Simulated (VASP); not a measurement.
# GaAs in VASP: notebook

The runs below take GaAs through single point, with r2SCAN.

Program: VASP 6.6.1. These are calculated values, not measurements. Logs are shortened: lines on timing, memory, paths and dates and some standing lists are left out, and cuts for length are marked.

### 1 The cell of the first run

It takes space group F-43m (No. 216, cubic). Conventional cell: a = 5.667 Å, b = 5.667 Å, c = 5.667 Å, α = 90.00°, β = 90.00°, γ = 90.00°. Within 3.2 Å of Ga (site symmetry -43m) lie 4 As at 2.45 Å. As (site symmetry -43m) has 4 Ga at 2.45 Å within 3.2 Å.

### 2 Single point, r2SCAN

Contents of POSCAR:

```
GaAs
1.0
    2.8334300943      2.8334300943      0.0000000000
   -2.8334300943      2.8334300943      0.0000000000
    0.0000000000      2.8334300943      2.8334300943
Ga As
1 1
Direct
    0.0000000000      0.0000000000      0.0000000000
    0.7500000000      0.2500000000      0.5000000000
```

Contents of INCAR.step1:

```
  PREC = Accurate
  ENCUT = 520
  ISMEAR = 0
  SIGMA = 0.01
  LREAL = F
  LASPH = T
  NELM = 80
  NBANDS = 16
  GGA = PE
  ALGO = Normal
  EDIFF = 1E-4
  LWAVE = T
  LCHARG = F
```

Contents of INCAR.step2:

```
  PREC = Accurate
  ENCUT = 520
  EDIFF = 1E-6
  ISMEAR = 0
  SIGMA = 0.01
  LREAL = F
  LASPH = T
  NELM = 80
  ALGO = Normal
  ISIF = 2
  LWAVE = F
  LCHARG = F
  METAGGA = R2SCAN
  LMIXTAU = T
  NBANDS = 16
  ISTART = 1
```

Contents of KPOINTS:

```
regular mesh
0
Gamma
  8 8 8
```

Potentials or basis: VASP PAW PBE potentials, release 64 (Ga_d, As).

Command:

```console
$ cat potpaw_PBE.64/Ga_d/POTCAR potpaw_PBE.64/As/POTCAR > POTCAR
$ cp INCAR.step1 INCAR
$ mpirun -np 1 vasp_std > vasp.out
$ cp INCAR.step2 INCAR
$ mpirun -np 1 vasp_std > vasp.out
```

OUTCAR:

```text
PREC = Accurate
   ENCUT = 520
   EDIFF = 1E-6
   ISMEAR = 0
   LREAL = F
   LASPH = T
   NELM = 80
   ISIF = 2
   METAGGA = R2SCAN
   ISTART = 1

 ion  position               nearest neighbor table
   1  0.000  0.000  0.000-   2 2.45   2 2.45   2 2.45   2 2.45
   2  0.750  0.250  0.500-   1 2.45   1 2.45   1 2.45   1 2.45

  LATTYP: Found a face centered cubic cell.
 ALAT       =     5.6668601886

  Lattice vectors:

 A1 = (   0.0000000000,   2.8334300943,   2.8334300943)
 A2 = (   2.8334300943,   0.0000000000,   2.8334300943)
 A3 = (   2.8334300943,   2.8334300943,   0.0000000000)

Analysis of symmetry for initial positions (statically):
=====================================================================
 Subroutine PRICEL returns:
 Original cell was already a primitive cell.

 Routine SETGRP: Setting up the symmetry group for a
 face centered cubic supercell.

 Subroutine GETGRP returns: Found 24 space group operations
 (whereof 24 operations were pure point group operations)
 out of a pool of 48 trial point group operations.

The static configuration has the point symmetry T_d .

Analysis of symmetry for dynamics (positions and initial velocities):
=====================================================================
 Subroutine PRICEL returns:
 Original cell was already a primitive cell.

 Routine SETGRP: Setting up the symmetry group for a
 face centered cubic supercell.

 Subroutine GETGRP returns: Found 24 space group operations
 (whereof 24 operations were pure point group operations)
 out of a pool of 48 trial point group operations.

The dynamic configuration has the point symmetry T_d .

 Subroutine INISYM returns: Found 24 space group operations
 (whereof 24 operations are pure point group operations),
 and found     1 'primitive' translations

----------------------------------------------------------------------------------------

                                     Primitive cell

  volume of cell :      45.4954

  direct lattice vectors                    reciprocal lattice vectors
     2.833430094  2.833430094  0.000000000     0.176464562  0.176464562 -0.176464562
    -2.833430094  2.833430094  0.000000000    -0.176464562  0.176464562 -0.176464562
     0.000000000  2.833430094  2.833430094     0.000000000  0.000000000  0.352929124

  length of vectors
     4.007075267  4.007075267  4.007075267     0.305645587  0.305645587  0.352929124

  position of ions in fractional coordinates (direct lattice)
     0.000000000  0.000000000  0.000000000
     0.750000000  0.250000000  0.500000000

  ion indices of the primitive-cell ions
   primitive index   ion index
                 1           1
                 2           2

----------------------------------------------------------------------------------------

 KPOINTS: regular mesh

Automatic generation of k-mesh.
 Grid dimensions read from file:
 generate k-points for:    8    8    8

 Generating k-lattice:

  Cartesian coordinates                     Fractional coordinates (reciprocal lattice)
     0.022058070  0.022058070 -0.022058070     0.125000000  0.000000000  0.000000000
    -0.022058070  0.022058070 -0.022058070     0.000000000  0.125000000  0.000000000
     0.000000000  0.000000000  0.044116140     0.000000000  0.000000000  0.125000000

  Length of vectors
     0.038205698  0.038205698  0.044116140

  Shift w.r.t. Gamma in fractional coordinates (k-lattice)
     0.000000000  0.000000000  0.000000000

 Subroutine IBZKPT returns following result:
 ===========================================

 Found     29 irreducible k-points:

 Following reciprocal coordinates:
            Coordinates               Weight
  0.000000  0.000000  0.000000      1.000000
  0.125000  0.000000  0.000000      8.000000
  0.250000  0.000000  0.000000      8.000000
  0.375000  0.000000  0.000000      8.000000
  0.500000  0.000000  0.000000      4.000000
  0.125000  0.125000  0.000000     12.000000
[... 16 lines left out ...]
  0.375000  0.250000  0.125000     48.000000
  0.500000  0.250000  0.125000     24.000000
 [... further k-points ...]
   k-points           NKPTS =     29   k-points in BZ     NKDIM =     29   number of bands    NBANDS=     16
   number of dos      NEDOS =    301   number of ions     NIONS =      2
   total plane-waves  NPLWV =  27000
   dimension x,y,z NGX =    30 NGY =   30 NGZ =   30
   dimension x,y,z NGXF=    60 NGYF=   60 NGZF=   60
   ions per type =               1   1
   NGX,Y,Z   is equivalent  to a cutoff of  12.45, 12.45, 12.45 a.u.
   NGXF,Y,Z  is equivalent  to a cutoff of  24.89, 24.89, 24.89 a.u.
 SYSTEM =  unknown system
   PREC   = accura    normal or accurate (medium, high low for compatibility)
   ISTART =      1    job   : 0-new  1-cont  2-samecut
   ICHARG =      0    charge: 1-file 2-atom 10-const
   ISPIN  =      1    spin polarized calculation?
   LNONCOLLINEAR =      F non collinear calculations
   LSORBIT =      F    spin-orbit coupling
   LASPH  =      T    aspherical Exc in radial PAW
   ENCUT  =  520.0 eV  38.22 Ry    6.18 a.u.   7.45  7.45  7.45*2*pi/ulx,y,z
   NELM   =     80;   NELMIN=  2; NELMDL=  0     # of ELM steps
   EDIFF  = 0.1E-05   stopping-criterion for ELM
   LREAL  =      F    real-space projection
   EDIFFG = 0.1E-04   stopping-criterion for IOM
   NSW    =      0    number of steps for IOM
   IBRION =     -1    ionic relax: 0-MD 1-quasi-New 2-CG
   NFREE  =      0    steps in history (QN), initial steepest desc. (CG)
   ISIF   =      2    stress and relaxation
   ISYM   =      2    0-nonsym 1-usesym 2-fastsym
   POTIM  = 0.5000    time-step for ionic-motion
   TEBEG  =    0.0;   TEEND  =   0.0 temperature during run
   PSTRESS=    0.0 pullay stress
   NELECT =      18.0000    total number of electrons
   NUPDOWN=      -1.0000    fix difference up-down
   EMIN   =  10.00;   EMAX   =-10.00  energy-range for DOS
   EFERMI =   0.00;   METHOD = LEGACY
   ISMEAR =     0;   SIGMA  =   0.01  broadening in eV -4-tet -1-fermi 0-gaus
   EFERMI_NEDOS =   21; number of points for ismear=-14 and -15
   IALGO  =     38    algorithm
   IMIX   =      4    mixing-type and parameters
     AMIX     =   0.40;   BMIX     =  1.00
     AMIX_MAG =   1.60;   BMIX_MAG =  1.00
  volume/ion in A,a.u.               =      22.75       153.51
  Fermi-wavevector in a.u.,A,eV,Ry     =   1.201830  2.271130 19.652203  1.444396
  Thomas-Fermi vector in A             =   2.337628
   LORBIT       =      0    0 simple, 1 ext, 2 COOP (PROOUT), +10 PAW based schemes
   METAGGA = R2SCAN    functional components
   LHFCALC =     F    Hartree Fock is set to
   AEXX    =    0.0000 exact exchange contribution
   IVDW    =     0    specifies the selected vdW correction
   LEPSILON=     F    determine dielectric tensor
   LRPA    =     F    only Hartree local field effects (RPA)
 non-spin polarized calculation
 Gauss-broadening in eV      SIGMA  =   0.01
  energy-cutoff  :      520.00
  volume of cell :       45.50
 maximum number of plane-waves:      1243
 NGX is ok and might be reduce to    30
   NGX = 15   NGY = 15   NGZ = 15

 number of electron      17.9999990 magnetization

 Free energy of the ion-electron system (eV)
  ---------------------------------------------------
  ext. energy  EPLUGINS =         0.00000000
  ---------------------------------------------------
  free energy    TOTEN  =       -27.05325558 eV

  energy without entropy =      -27.05325558  energy(sigma->0) =      -27.05325558

 E-fermi :   3.7116     XC(G=0): -10.2218

 val. band max:        3.6136778634   @ k =   0.0000   0.0000   0.0000
 cond. band min:       4.5541953674   @ k =   0.0000   0.0000   0.0000
 fundamental gap:      0.9405175040
 Fermi energy:         3.7116129814

 k-point     1 :       0.0000    0.0000    0.0000
  band No.  band energies     occupation
      1     -11.6101      2.00000
      2     -11.6101      2.00000
      3     -11.6101      2.00000
      4     -11.5225      2.00000
      5     -11.5225      2.00000
      6      -9.5451      2.00000
[... 8 lines left out ...]
     15      14.2282      0.00000
     16      14.2282      0.00000

 k-point     2 :       0.1250    0.0000    0.0000
  band No.  band energies     occupation
      1     -11.6250      2.00000
      2     -11.6064      2.00000
      3     -11.6064      2.00000
      4     -11.5226      2.00000
      5     -11.5226      2.00000
      6      -9.3545      2.00000
[... 8 lines left out ...]
     15      13.3950      0.00000
     16      13.3950      0.00000

 k-point     3 :       0.2500    0.0000    0.0000
  band No.  band energies     occupation
      1     -11.6570      2.00000
      2     -11.5982      2.00000
      3     -11.5982      2.00000
      4     -11.5221      2.00000
      5     -11.5221      2.00000
      6      -8.8241      2.00000
[... 8 lines left out ...]
     15      13.1578      0.00000
     16      13.2002      0.00000

 k-point     4 :       0.3750    0.0000    0.0000
  band No.  band energies     occupation
      1     -11.6852      2.00000
      2     -11.5915      2.00000
      3     -11.5915      2.00000
      4     -11.5201      2.00000
      5     -11.5201      2.00000
      6      -8.1168      2.00000
[... 8 lines left out ...]
     15      14.3754      0.00000
     16      14.3754      0.00000
[... 324 lines left out ...]
 k-point    22 :       0.2500    0.2500    0.1250
  band No.  band energies     occupation
      1     -11.6810      2.00000
      2     -11.5885      2.00000
      3     -11.5855      2.00000
      4     -11.5306      2.00000
      5     -11.5171      2.00000
      6      -8.3780      2.00000
[... 8 lines left out ...]
     15      15.1673      0.00000
     16      15.7012      0.00000

 k-point    23 :       0.3750    0.2500    0.1250
  band No.  band energies     occupation
      1     -11.6987      2.00000
      2     -11.5841      2.00000
      3     -11.5785      2.00000
      4     -11.5293      2.00000
      5     -11.5175      2.00000
      6      -7.7244      2.00000
[... 8 lines left out ...]
     15      15.0784      0.00000
     16      16.5788      0.00000

 k-point    24 :       0.5000    0.2500    0.1250
  band No.  band energies     occupation
      1     -11.7053      2.00000
      2     -11.5831      2.00000
      3     -11.5758      2.00000
      4     -11.5269      2.00000
      5     -11.5188      2.00000
      6      -7.3610      2.00000
[... 8 lines left out ...]
     15      15.8910      0.00000
     16      16.4595      0.00000

 [... further k-points ...]

------------------------ aborting loop because EDIFF is reached ----------------------------------------

  FORCE on cell =-STRESS in cart. coord.  units (eV):
  Direction    XX          YY          ZZ          XY          YZ          ZX
  --------------------------------------------------------------------------------------
  -------------------------------------------------------------------------------------
  Total        0.0299433      0.0299433      0.0299433     -0.0000000     -0.0000000      0.0000000
  in kB        1.0544909      1.0544909      1.0544909     -0.0000000     -0.0000000      0.0000000
  external PRESSURE =       1.0544909 kB  Pullay stress =       0.0000000 kB

 VOLUME and BASIS-vectors are now :
 -----------------------------------------------------------------------------
  energy-cutoff  :      520.00
  volume of cell :       45.50
      direct lattice vectors                 reciprocal lattice vectors
     2.833430094  2.833430094  0.000000000     0.176464562  0.176464562 -0.176464562
    -2.833430094  2.833430094  0.000000000    -0.176464562  0.176464562 -0.176464562
     0.000000000  2.833430094  2.833430094     0.000000000  0.000000000  0.352929124

 POSITION                                       TOTAL-FORCE (eV/Angst)
 -----------------------------------------------------------------------------------
      0.00000      0.00000      0.00000        -0.000000      0.000000      0.000000
      1.41672      4.25015      1.41672         0.000000     -0.000000      0.000000
 -----------------------------------------------------------------------------------
    total drift:                               -0.000025     -0.000000     -0.000000

  FREE ENERGIE OF THE ION-ELECTRON SYSTEM (eV)
  ---------------------------------------------------
  free  energy   TOTEN  =       -27.0532555790 eV

  energy  without entropy=      -27.0532555790  energy(sigma->0) =      -27.05325558
```

Wall time 50 s (1 thread of Intel Xeon 6975P-C (Granite Rapids), shared host); peak memory 0.18 GiB.

What came out:

```yaml
Free_energy: -27.0533 eV
Pressure: 0.1 GPa
Band_gap_on_the_k_mesh: 0.94 eV, direct
```

Levels at points of the mesh, in eV from the valence-band top:
```tsv
k point	band 5	band 6	band 7	band 8	band 9	band 10	band 11	band 12	band 13	band 14
(0.00, 0.00, 0.00)	-15.14	-13.16	0.00	0.00	0.00	0.94	4.04	4.04	4.04	8.22
(0.50, 0.00, 0.00)	-15.13	-11.33	-6.78	-1.17	-1.17	1.34	4.98	4.98	8.28	11.09
(0.50, 0.50, 0.00)	-15.12	-10.56	-6.96	-2.75	-2.75	1.77	1.95	10.81	10.81	11.69
```

Caveat: the PAW data sets were made with another functional, which shifts forces and pressure a little.

### 3 Single point, r2SCAN (in-plane strain -0.02)

Contents of POSCAR:

```
GaAs
1.0
    2.7767614924      2.7767614924      0.0000000000
   -2.7767614924      2.7767614924      0.0000000000
    0.0000000000      2.7767614924      2.8674312554
Ga As
1 1
Direct
    0.0000000000      0.0000000000      0.0000000000
    0.7500000000      0.2500000000      0.5000000000
```

Contents of INCAR.step1:

```
SYSTEM = GaAs
PREC = Accurate ; ENCUT = 520
ISMEAR = 0 ; SIGMA = 0.01
LREAL = .FALSE. ; LASPH = .TRUE.
NELM = 80 ; NBANDS = 16
GGA = PE ; ALGO = Normal
EDIFF = 1E-4 ; LWAVE = .TRUE.
LCHARG = .FALSE.
```

Contents of INCAR.step2:

```
SYSTEM = GaAs
PREC = Accurate ; ENCUT = 520
EDIFF = 1E-7 ; ISMEAR = 0
SIGMA = 0.01 ; LREAL = .FALSE.
LASPH = .TRUE. ; NELM = 80
ALGO = Normal ; ISIF = 2
LWAVE = .FALSE. ; LCHARG = .FALSE.
METAGGA = R2SCAN ; LMIXTAU = .TRUE.
NBANDS = 16 ; ISTART = 1
```

Contents of KPOINTS:

```
Automatic mesh
0
G
  8 8 8
  0 0 0
```

Potentials or basis: VASP PAW PBE potentials, release 64 (Ga_d, As).

Command:

```console
$ cat potpaw_PBE.64/Ga_d/POTCAR potpaw_PBE.64/As/POTCAR > POTCAR
$ cp INCAR.step1 INCAR
$ mpirun -np 1 vasp_std > vasp.out
$ cp INCAR.step2 INCAR
$ mpirun -np 1 vasp_std > vasp.out
```

Wall time 89 s (1 thread of Intel Xeon 6975P-C (Granite Rapids), shared host); peak memory 0.19 GiB.

Results (log left out):

| Quantity | Value |
| --- | --- |
| Free energy | -27.0373 eV |
| Pressure | 2.3 GPa |
| Band gap on the k mesh | 1.09 eV, direct |

Stress tensor (GPa, compression positive):
```
3.09 0.00 0.00
0.00 3.09 0.00
0.00 0.00 0.77
```

Levels at points of the mesh, in eV from the valence-band top:
```
           k point  band 5  band 6  band 7  band 8  band 9  band 10  band 11  band 12  band 13  band 14
(0.00, 0.00, 0.00)  -15.25  -13.44   -0.21    0.00    0.00     1.09     3.95     3.95     4.05     8.26
(0.50, 0.00, 0.00)  -15.24  -11.52   -7.01   -1.43   -1.14     1.34     4.84     5.04     8.27    11.21
(0.50, 0.50, 0.00)  -15.23  -10.67   -7.10   -3.01   -2.98     1.58     1.76    10.82    11.00    11.94
(0.00, 0.00, 0.50)  -15.24  -10.80   -7.30   -2.77   -2.77     1.80     2.09    10.97    10.97    11.72
```

Caveat: the cell differs from its parent crystal (in-plane strain -0.02); the PAW data sets were made with another functional, which shifts forces and pressure a little. A k mesh can miss the band edges.

### 4 Single point, r2SCAN (in-plane strain -0.02, then relaxed in part)

Edit POSCAR of step 3 so:

```diff
@@ -4,3 +4,3 @@
    -2.7767614924      2.7767614924      0.0000000000
-    0.0000000000      2.7767614924      2.8674312554
+    0.0000000000      2.7767614924      2.8798759118
 Ga As
```

Contents of INCAR.step1:

```
SYSTEM = GaAs
PREC = Accurate
ENCUT = 520
ISMEAR = 0
SIGMA = 0.01
LREAL = .False.
LASPH = .True.
NELM = 80
NBANDS = 16
GGA = PE
ALGO = Normal
EDIFF = 1E-4
LWAVE = .True.
LCHARG = .False.
```

Contents of INCAR.step2:

```
SYSTEM = GaAs
PREC = Accurate
ENCUT = 520
EDIFF = 1E-6
ISMEAR = 0
SIGMA = 0.01
LREAL = .False.
LASPH = .True.
NELM = 80
ALGO = Normal
ISIF = 2
LWAVE = .False.
LCHARG = .False.
METAGGA = R2SCAN
LMIXTAU = .True.
NBANDS = 16
ISTART = 1
```

Contents of KPOINTS:

```
regular mesh
0
Gamma
  8 8 8
  0 0 0
```

Command:

```console
$ cat potpaw_PBE.64/Ga_d/POTCAR potpaw_PBE.64/As/POTCAR > POTCAR
$ cp INCAR.step1 INCAR
$ mpirun -np 1 vasp_std > vasp.out
$ cp INCAR.step2 INCAR
$ mpirun -np 1 vasp_std > vasp.out
```

Wall time 77 s (1 thread of Intel Xeon 6975P-C (Granite Rapids), shared host); peak memory 0.19 GiB.

Results (log left out):

- Free energy: -27.0379 eV
- Pressure: 2.0 GPa
- Band gap on the k mesh: 1.05 eV, direct

Stress tensor (GPa, compression positive):
```
2.86 0.00 0.00
0.00 2.86 0.00
0.00 0.00 0.21
```

Levels at points of the mesh, in eV from the valence-band top:
```tsv
k point	band 6	band 7	band 8	band 9	band 10	band 11	band 12	band 13
(0.00, 0.00, 0.00)	-13.41	-0.24	0.00	0.00	1.05	3.94	3.94	4.05
(0.50, 0.00, 0.00)	-11.51	-6.99	-1.45	-1.13	1.31	4.82	5.05	8.25
(0.50, 0.50, 0.00)	-10.66	-7.08	-3.01	-2.98	1.57	1.74	10.74	10.95
(0.00, 0.00, 0.50)	-10.81	-7.31	-2.74	-2.74	1.82	2.11	10.92	10.92
```

Caveat: the cell differs from its parent crystal (in-plane strain -0.02, then relaxed in part); the PAW data sets were made with another functional, which shifts forces and pressure a little. A k mesh can miss the band edges.

### 5 Summary

```csv
cell,gap on the mesh (eV),pressure (GPa)
"a = 4.007 Å, angles 60.0, 60.0, 90.0°, 2 atoms",0.94,0.1
"a = 3.927, b = 3.927, c = 3.992 Å, angles 60.5, 60.5, 90.0°, 2 atoms",1.09,2.3
"a = 3.927, b = 3.927, c = 4.001 Å, angles 60.6, 60.6, 90.0°, 2 atoms",1.05,2.0
```

Alike in all rows: task single point; level r2SCAN; potentials or basis VASP PAW PBE potentials, release 64 (Ga_d, As); no spin polarisation; k mesh 8 × 8 × 8; cutoff (eV) 520; smearing gaussian 0.01 eV.

Caveats: the PAW data sets were made with another functional, which shifts forces and pressure a little.

Total energies depend on the potentials used, so only differences within one code and one set of settings carry meaning.
